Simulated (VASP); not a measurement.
Write the native input for VASP 6.6.1 that does the following.

```
Task                   : single point
Functional             : LDA
Potentials or basis    : VASP PAW LDA potentials, release 64 (Si, O)
Cutoff                 : 520 eV
k mesh                 : 6 × 6 × 4
Occupations            : gaussian, width 0.02 eV
Spin                   : no spin polarisation
Dipole correction      : no
Further INCAR settings : ALGO = Normal; EDIFF = 1e-07; NBANDS = 44
```

The structure of SiO2 lies in POSCAR:

```
SiO2
1.0
    5.0150044867      0.0000000000      0.0000000000
   -2.5075022433      4.3431212855      0.0000000000
    0.0000000000      0.0000000000      8.5394405355
Si O
4 8
Direct
    0.6666666667      0.3333333333      0.9370471006
    0.6666666667      0.3333333333      0.5629528994
    0.3333333333      0.6666666667      0.0629528994
    0.3333333333      0.6666666667      0.4370471006
    0.0000000000      0.4120634518      0.0000000000
    0.4120634518      0.4120634518      0.5000000000
    0.5879365482      0.0000000000      0.5000000000
    0.5879365482      0.5879365482      0.0000000000
    0.0000000000      0.5879365482      0.5000000000
    0.6666666667      0.3333333333      0.7500000000
    0.3333333333      0.6666666667      0.2500000000
    0.4120634518      0.0000000000      0.0000000000
```

These files were run (other wordings do the same):

INCAR

```
  PREC = Accurate
  ENCUT = 520
  EDIFF = 1E-7
  ISMEAR = 0
  SIGMA = 0.02
  LREAL = False
  LASPH = True
  NELM = 60
  ALGO = Normal
  ISIF = 2
  LWAVE = False
  LCHARG = False
  GGA = CA
  NBANDS = 44
```

KPOINTS

```
Automatic mesh
0
Gamma
  6 6 4
```

Potentials or basis: VASP PAW LDA potentials, release 64 (Si, O).

Command:

```bash
$ cat potpaw_LDA.64/Si/POTCAR potpaw_LDA.64/O/POTCAR > POTCAR
$ mpirun -np 1 vasp_std > vasp.out
```

It gave:

```
Pressure               : 0.5 GPa
Largest force          : 0.024 eV/Å
Band gap on the k mesh : 5.42 eV (least direct gap 5.48 eV)
```

Run time: 3.4 min on 1 thread of Intel(R) Xeon(R) Platinum 8488C (Sapphire Rapids) (shared host), peak memory 0.3 GiB.
